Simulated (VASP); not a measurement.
Runs of VASP 6.6.1 on Sc2Al. It takes space group P6_3/mmc (No. 194, hexagonal). The conventional cell has a = 4.893 Å, b = 4.893 Å, c = 6.161 Å, α = 90.00°, β = 90.00°, γ = 120.00°. Within 4.1 Å of Sc (site symmetry -3m) lie 8 Sc at 3.08 to 3.22 Å and 6 Al at 3.22 Å. Sc (site symmetry -6m2) has 5 Al at 2.82 to 3.08 Å and 6 Sc at 3.22 Å within 3.7 Å. Within 3.7 Å of Al (site symmetry -6m2) lie 11 Sc at 2.82 to 3.22 Å. 

```tsv
smearing	further INCAR settings	gap on the mesh (eV)	pressure (GPa)
gaussian 0.02 eV	ALGO = Fast; EDIFF = 1e-06; NBANDS = 34	none	-2.0
fermi-dirac 0.1 eV	ALGO = Fast; EDIFF = 1e-06; NBANDS = 34	none	-1.9
gaussian 0.3 eV	ALGO = Fast; EDIFF = 1e-07; NBANDS = 34	none	-1.9
fermi-dirac 0.2 eV	ALGO = Fast; EDIFF = 1e-06; NBANDS = 34	none	(a)
```

Alike in all rows: task single point; level PBEsol; potentials or basis VASP PAW PBE potentials, release 64 (Sc_sv, Al); no spin polarisation; cell as given; k mesh 12 × 12 × 6; cutoff (eV) 520.

**Question.** Estimate the missing entries.

**Answer.** (a) -1.7.

Caveats: the PAW data sets were made with another functional, which shifts forces and pressure a little; so wide a smearing shifts energies and pressures (at least some runs).

A gap of «none» marks levels without a gap at the run's occupations.
